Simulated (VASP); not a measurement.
Here is a VASP 6.6.1 calculation.

The input POSCAR:

```
Sb
1.0
    3.1284000000      0.0000000000      0.0000000000
    0.0000000000      3.1600000000      0.0000000000
    0.0000000000      0.0000000000      3.1600000000
Sb
1
Direct
    0.0000000000      0.0000000000      0.0000000000
```

Contents of INCAR.step1:

```
SYSTEM = Sb
PREC = Accurate ; ENCUT = 520
ISMEAR = 0 ; SIGMA = 0.15
LREAL = .False. ; LASPH = .True.
NELM = 80 ; NBANDS = 8
GGA = PE ; ALGO = Normal
EDIFF = 1E-4 ; LWAVE = .True.
LCHARG = .False.
```

The input INCAR.step2:

```
SYSTEM = Sb
PREC = Accurate ; ENCUT = 520
EDIFF = 1E-6 ; ISMEAR = 0
SIGMA = 0.15 ; LREAL = .False.
LASPH = .True. ; NELM = 80
ALGO = Normal ; ISIF = 2
LWAVE = .False. ; LCHARG = .False.
METAGGA = R2SCAN ; LMIXTAU = .True.
NBANDS = 8 ; ISTART = 1
```

Contents of KPOINTS:

```
regular mesh
0
Gamma
  16 16 16
  0 0 0
```

Potentials or basis: VASP PAW PBE potentials, release 64 (Sb).

Run with:

```bash
$ cat potpaw_PBE.64/Sb/POTCAR > POTCAR
$ cp INCAR.step1 INCAR
$ mpirun -np 1 vasp_std > vasp.out
$ cp INCAR.step2 INCAR
$ mpirun -np 1 vasp_std > vasp.out
```

(1) What does it give for the band gap on the k mesh?

(2) What does it give for the pressure?

Results:

(1) zero (an odd number of electrons rules out a gap without spin polarisation).

(2) -3.3 GPa.

Caveat: the cell differs from its parent crystal (strain -0.0100 x Voigt [1, 0, 0, 0, 0, 0]); the cell stands under tension; the PAW data sets were made with another functional, which shifts forces and pressure a little; spin-orbit coupling is left out, which moves the levels of the heavy elements.
